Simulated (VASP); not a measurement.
Set up this calculation in VASP 6.6.1, as the native input.

- Task: single point
- Functional: PBE
- Potentials or basis: VASP PAW PBE potentials, release 64 (Rh_pv)
- Cutoff: 520 eV
- k mesh: 21 × 21 × 12
- Occupations: gaussian, width 0.15 eV
- Spin: no spin polarisation
- Dipole correction: no
- Further INCAR settings: ALGO = Fast; EDIFF = 1e-06; NBANDS = 22

The structure of Rh lies in POSCAR:

```
Rh
1.0
    2.9192563020      0.0000000000      0.0000000000
   -1.4596281510      2.5281501176      0.0000000000
    0.0000000000      0.0000000000      4.1643191147
Rh
2
Direct
    0.6666666667      0.3333333333      0.7500000000
    0.3333333333      0.6666666667      0.2500000000
```

This isn't the form of Rh at room conditions, which is fcc.

One way to write it, as run:

INCAR

```
SYSTEM = Rh
PREC = Accurate
ENCUT = 520
EDIFF = 1E-6
ISMEAR = 0
SIGMA = 0.15
LREAL = .FALSE.
LASPH = .TRUE.
NELM = 100
ALGO = Fast
ISIF = 2
LWAVE = .FALSE.
LCHARG = .TRUE.
GGA = PE
LELF = .TRUE.
LVHAR = .TRUE.
NBANDS = 22
```

KPOINTS

```
regular mesh
0
G
  21 21 12
  0 0 0
```

Potentials or basis: VASP PAW PBE potentials, release 64 (Rh_pv).

Run with:

```console
$ cat potpaw_PBE.64/Rh_pv/POTCAR > POTCAR
$ mpirun -np 1 vasp_std > vasp.out
```

Results of the run:

```yaml
Pressure: -13.9 GPa
Band_gap_on_the_k_mesh: zero (bands 15 and 16 overlap by 1.54 eV)
```

Caveat: the cell stands under tension.

It took 4.1 min on 1 thread of Intel Xeon 8259CL (shared host), peak memory 0.29 GiB.
